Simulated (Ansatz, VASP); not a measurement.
## Two plane-wave programs on NaAl

Contents of INCAR:

```
  PREC = Accurate
  ENCUT = 970
  EDIFF = 1E-7
  ISMEAR = 0
  SIGMA = 0.1
  LREAL = F
  LASPH = T
  NELM = 120
  ALGO = Normal
  ISIF = 3
  LWAVE = F
  LCHARG = F
  GGA = PE
  IBRION = 2
  NSW = 90
  EDIFFG = -0.04
  GGA_COMPAT = F
  NELMIN = 4
```

KPOINTS

```
regular mesh
0
Gamma
  6 6 6
```

POSCAR

```
NaAl
1.0
    0.0000000000      2.6280965518      2.6280965518
    2.6280965518      0.0000000000      2.6280965518
    2.6280965518      2.6280965518      0.0000000000
Na Al
1 1
Direct
    0.0000000000      0.0000000000      0.0000000000
    0.5000000000      0.5000000000      0.5000000000
```

Input for Ansatz:

```yaml
crystal:
  lattice:
    - [0.0, 2.6280965518, 2.6280965518]
    - [2.6280965518, 0.0, 2.6280965518]
    - [2.6280965518, 2.6280965518, 0.0]
  atoms:
    - { symbol: Na, position: [0.0, 0.0, 0.0] }
    - { symbol: Al, position: [0.5, 0.5, 0.5] }
basis:
  ecutwfc: 420
kpoints:
  mp_grid: { grid: [6, 6, 6] }
hamiltonian:
  xc: pbe
scf:
  occupations: { method: gaussian, width: 0.1 }
  lower_state_search: "off"
output:
  forces: true
  stress: true
  eigenvalues: true
relax:
  adjacent_minimum: "off"
  f_tol: 0.04
  max_steps: 70
  cell: { stress_tol: 0.4 }
```

Alike in both runs: task relaxation of cell and atoms; functional PBE; k mesh 6 × 6 × 6; occupations gaussian, width 0.1 eV; no spin polarisation.

|  | VASP | Ansatz |
| --- | --- | --- |
| version | VASP 6.6.1 | Ansatz 0.2.0 |
| potentials or method | VASP PAW PBE potentials, release 64 (Na_sv, Al), cutoff 970 eV | scalar-relativistic, plane waves, PAW |
| valence electrons in the cell | 12 | 12 |

```csv
,VASP,Ansatz,Ansatz less VASP
"gap on the k mesh at the Fermi level, each at its own relaxed structure (eV)",none,none,-
relaxed volume (Å³/atom),28.62,28.74,+0.123
relaxed cell length with the largest relative difference (Å),4.326,4.332,+0.0062
```

A gap of «none» marks a metal or a gap that the smearing closes.

Noted on VASP's run: the volume moved by over 15 % at a fixed basis, so the end points are rough.
